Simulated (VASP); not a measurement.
Write the native input for VASP 6.6.1 that does the following.

- Task: single point
- Functional: r2SCAN
- Potentials or basis: VASP PAW PBE potentials, release 64 (Mg_sv, O)
- Cutoff: 920 eV
- k mesh: 12 × 12 × 12
- Occupations: gaussian, width 0.05 eV
- Spin: no spin polarisation
- Dipole correction: no
- Further INCAR settings: ALGO = Normal; EDIFF = 1e-06; NBANDS = 18

The system is MgO2.

```
Mg O
1.0
     1.54057    0.88945    3.63374
    -1.54057    0.88945    3.63374
     0.00000   -1.77890    3.63374
Mg O
1 2
Direct
  0.00000 0.00000 0.00000
  0.42879 0.42879 0.42879
  0.57121 0.57121 0.57121
```

This cell differs from its parent crystal: strain -0.040 along x and y, +0.040 along z.

The input as run:

POSCAR

```
MgO2
1.0
    1.5405705754      0.8894488364      3.6337380299
   -1.5405705754      0.8894488364      3.6337380299
    0.0000000000     -1.7788976728      3.6337380299
Mg O
1 2
Direct
    0.0000000000      0.0000000000      0.0000000000
    0.4287860000      0.4287860000      0.4287860000
    0.5712140000      0.5712140000      0.5712140000
```

INCAR.step1

```
SYSTEM = MgO2
PREC = Accurate
ENCUT = 920
ISMEAR = 0
SIGMA = 0.05
LREAL = .FALSE.
LASPH = .TRUE.
NELM = 120
NBANDS = 18
GGA = PE
ALGO = Normal
EDIFF = 1E-5
LWAVE = .TRUE.
LCHARG = .FALSE.
GGA_COMPAT = .FALSE.
```

INCAR.step2

```
SYSTEM = MgO2
PREC = Accurate
ENCUT = 920
EDIFF = 1E-6
ISMEAR = 0
SIGMA = 0.05
LREAL = .FALSE.
LASPH = .TRUE.
NELM = 120
ALGO = Normal
ISIF = 2
LWAVE = .FALSE.
LCHARG = .TRUE.
METAGGA = R2SCAN
LMIXTAU = .TRUE.
LELF = .TRUE.
LVHAR = .TRUE.
NBANDS = 18
ISTART = 1
GGA_COMPAT = .FALSE.
```

KPOINTS

```
Automatic mesh
0
G
  12 12 12
  0 0 0
```

Potentials or basis: VASP PAW PBE potentials, release 64 (Mg_sv, O).

The run is started by

```console
$ cat potpaw_PBE.64/Mg_sv/POTCAR potpaw_PBE.64/O/POTCAR > POTCAR
$ cp INCAR.step1 INCAR
$ mpirun -np 1 vasp_std > vasp.out
$ cp INCAR.step2 INCAR
$ mpirun -np 1 vasp_std > vasp.out
```

It gave:

```yaml
Pressure: -2.9 GPa
Largest_force: 1.399 eV/Å
Band_gap_on_the_k_mesh: 1.97 eV
```

Caveat: the cell differs from its parent crystal (strain -0.040 along x and y, +0.040 along z); the stress differs along the axes, from -23 to 7 GPa; the PAW data sets were made with another functional, which shifts forces and pressure a little.

Wall time 13 min on 1 thread of Intel(R) Xeon(R) Platinum 8488C (Sapphire Rapids), on a shared host, peak memory 0.4 GiB.
